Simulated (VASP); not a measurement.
A run of VASP 6.6.1:

The input INCAR:

```
PREC = Accurate
ENCUT = 600
EDIFF = 1E-7
ISMEAR = 0
SIGMA = 0.1
LREAL = F
LASPH = T
NELM = 120
ALGO = Normal
ISIF = 3
LWAVE = F
LCHARG = F
GGA = PE
IBRION = 2
NSW = 90
EDIFFG = -0.04
GGA_COMPAT = F
NELMIN = 4
```

File KPOINTS:

```
regular mesh
0
Gamma
  4 4 6
```

Contents of POSCAR:

```
Zr2C3
1.0
    4.4342940801      0.0000000000      0.0000000000
    0.0000000000      4.4342940801      0.0000000000
    0.0000000000      0.0000000000      3.0996371398
Zr C
2 3
Direct
    0.5000000000      0.0000000000      0.7176506245
    0.0000000000      0.5000000000      0.2823493755
    0.0000000000      0.0000000000      0.0000000000
    0.5000000000      0.5000000000      0.5000000000
    0.0000000000      0.0000000000      0.5000000000
```

Potentials or basis: VASP PAW PBE potentials, release 64 (Zr_sv, C).

Command:

```bash
$ cat potpaw_PBE.64/Zr_sv/POTCAR potpaw_PBE.64/C/POTCAR > POTCAR
$ mpirun -np 1 vasp_std > vasp.out
```

Hardware: 1 thread of Intel(R) Xeon(R) Platinum 8488C (Sapphire Rapids) (shared host).

Problem. How long does it take, and how much memory?

Solution. Wall time 2.6 min on 1 thread of Intel(R) Xeon(R) Platinum 8488C (Sapphire Rapids), with other jobs on the host, peak memory 0.21 GiB. Counts: scf iterations 88, k points 24, ion steps 9.
